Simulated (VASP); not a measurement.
A run of VASP 6.6.1 is set up as follows.

Contents of INCAR:

```
ALGO = Normal
EDIFF = 1E-6
ENCUT = 520
ISIF = 2
ISMEAR = -1
LASPH = True
LCHARG = True
LELF = True
LREAL = False
LVHAR = True
LWAVE = False
NBANDS = 17
NELM = 60
PREC = Accurate
SIGMA = 0.1
```

The input KPOINTS:

```
k-points
0
Gamma
  4 4 4
```

File POSCAR:

```
Ca
1.0
    0.0000000000      4.1080851241      4.1080851241
    4.1080851241      0.0000000000      4.1080851241
    4.1080851241      4.1080851241      0.0000000000
Ca
2
Direct
    0.0000000000      0.0000000000      0.0000000000
    0.2500000000      0.2500000000      0.2500000000
```

Potentials or basis: VASP PAW LDA potentials, release 64 (Ca_sv).

Run with:

```bash
$ cat potpaw_LDA.64/Ca_sv/POTCAR > POTCAR
$ mpirun -np 1 vasp_std > vasp.out
```

Task: What does it give for the band gap on the k mesh?

Result: Zero (band 10 reaches 0.73 eV, above the bottom of band 11 at 0.00 eV).

Task: What does it give for the pressure?

Result: 0.0 GPa.
